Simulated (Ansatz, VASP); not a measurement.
**One calculation of BaTiO3, two programs**

INCAR

```
PREC = Accurate ; ENCUT = 520
EDIFF = 1E-8 ; ISMEAR = -1
SIGMA = 0.03 ; LREAL = False
LASPH = True ; NELM = 80
ALGO = Normal ; ISIF = 2
LWAVE = False ; LCHARG = False
GGA = PE ; LEFG = True
NBANDS = 28
```

File KPOINTS:

```
regular mesh
0
Gamma
  7 7 7
```

File POSCAR:

```
BaTiO3
1.0
    3.9729548958      0.0000000000      0.0000000000
    0.0000000000      3.9729548958      0.0000000000
    0.0000000000      0.0000000000      3.9910327445
Ba Ti O
1 1 3
Direct
    0.0000000000      0.0000000000      0.0000000000
    0.5000000000      0.5000000000      0.5000000000
    0.5000000000      0.5000000000      0.0000000000
    0.5000000000      0.0000000000      0.5000000000
    0.0000000000      0.5000000000      0.5000000000
```

Input for Ansatz:

```yaml
crystal:
  lattice:
    - [3.9729548958, 0.0, 0.0]
    - [0.0, 3.9729548958, 0.0]
    - [0.0, 0.0, 3.9910327445]
  atoms:
    - { symbol: Ba, position: [0.0, 0.0, 0.0] }
    - { symbol: Ti, position: [0.5, 0.5, 0.5] }
    - { symbol: O, position: [0.5, 0.5, 0.0] }
    - { symbol: O, position: [0.5, 0.0, 0.5] }
    - { symbol: O, position: [0.0, 0.5, 0.5] }
kpoints:
  mp_grid: { grid: [7, 7, 7] }
scf:
  occupations: { method: fermi_dirac, width: 0.03 }
hamiltonian:
  xc: pbe
  pseudopotentials: { kind: all_electron, datasets: crystal }
output:
  forces: true
  stress: true
  eigenvalues: true
  efg: { contact_densities: true }
```

Change from the starting cell: volume scaled by 0.98, crystal datasets.

Alike in both runs: task electric field gradients; functional PBE; k mesh 7 × 7 × 7; occupations fermi-dirac, width 0.03 eV; no spin polarisation.

```csv
,VASP,Ansatz
version,VASP 6.6.1,Ansatz 0.2.0
potentials or method,"VASP PAW PBE potentials, release 64 (Ba_sv, Ti_sv, O), cutoff 520 eV","all-electron PAW with datasets made for the crystal, scalar-relativistic"
```

VASP gave:

| Property | Result |
| --- | --- |
| gap on the k mesh at the Fermi level (eV) | 1.84 |
| pressure (GPa) | 7.2 |
| traceless stress, the component that is largest in VASP (GPa) | -0.64 |
| size of Vzz on the site where it differs most (V/Å²) | 0.8 |

Q: Which values does Ansatz return?

A: gap on the k mesh at the Fermi level (eV): 1.90; pressure (GPa): 5.3; traceless stress, the component that is largest in VASP (GPa): -0.62; size of Vzz on the site where it differs most (V/Å²): 0.7.

Ansatz ran all-electron here, and VASP with PAW potentials.

Neither program's run includes spin-orbit coupling.
